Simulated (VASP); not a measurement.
Set up this calculation in VASP 6.6.1, as the native input.

| Quantity | Value |
| --- | --- |
| Task | single point |
| Functional | r2SCAN50 |
| Potentials or basis | VASP PAW PBE potentials, release 64 (Ti_sv) |
| Cutoff | 520 eV |
| k mesh | 5 × 5 × 3 |
| Occupations | fermi-dirac, width 0.05 eV |
| Spin | no spin polarisation |
| Dipole correction | no |
| Grid for exact exchange (PRECFOCK) | Normal |
| Further INCAR settings | ALGO = Normal; EDIFF = 1e-07; NBANDS = 19 |
| Share of exact exchange | 0.5 |

Crystal: Ti.

```xyz
2
Lattice="2.9101 0.0000 0.0000 -1.4551 2.5202 0.0000 0.0000 0.0000 4.6167" Properties=species:S:1:pos:R:3 pbc="T T T"
Ti    1.4551    0.8401    3.4626
Ti    0.0000    1.6802    1.1542
```

The input as run:

POSCAR

```
Ti
1.0
    2.9101302477      0.0000000000      0.0000000000
   -1.4550651239      2.5202467229      0.0000000000
    0.0000000000      0.0000000000      4.6167490031
Ti
2
Direct
    0.6666666667      0.3333333333      0.7500000000
    0.3333333333      0.6666666667      0.2500000000
```

INCAR.step1

```
PREC = Accurate
ENCUT = 520
EDIFF = 1E-5
ISMEAR = -1
SIGMA = 0.05
LREAL = False
LASPH = True
NELM = 60
ALGO = Normal
ISIF = 2
LWAVE = True
GGA = PE
NBANDS = 19
```

INCAR.step2

```
PREC = Accurate
ENCUT = 520
EDIFF = 1E-7
ISMEAR = -1
SIGMA = 0.05
LREAL = False
LASPH = True
NELM = 60
ALGO = Normal
ISIF = 2
LWAVE = False
LCHARG = True
METAGGA = R2SCAN
LHFCALC = True
AEXX = 0.5
LMIXTAU = True
PRECFOCK = Normal
LELF = True
LVHAR = True
ISTART = 1
NBANDS = 19
```

KPOINTS

```
regular mesh
0
Gamma
  5 5 3
```

Potentials or basis: VASP PAW PBE potentials, release 64 (Ti_sv).

Run with:

```bash
$ cat potpaw_PBE.64/Ti_sv/POTCAR > POTCAR
$ cp INCAR.step1 INCAR
$ mpirun -np 1 vasp_std > vasp.out
$ cp INCAR.step2 INCAR
$ mpirun -np 1 vasp_std > vasp.out
```

Results of the run:

- Pressure: -0.3 GPa
- Band gap on the k mesh: zero (bands 12 and 13 overlap by 2.75 eV)

Caveat: the k points lie up to 0.50 Å⁻¹ apart, too coarse for converged energies and pressures of a metal; the PAW data sets were made with another functional, which shifts forces and pressure a little.

It took 30 min on 1 thread of Intel(R) Xeon(R) Platinum 8375C CPU @ 2.90GHz (Ice Lake) (shared host), peak memory 0.16 GiB.
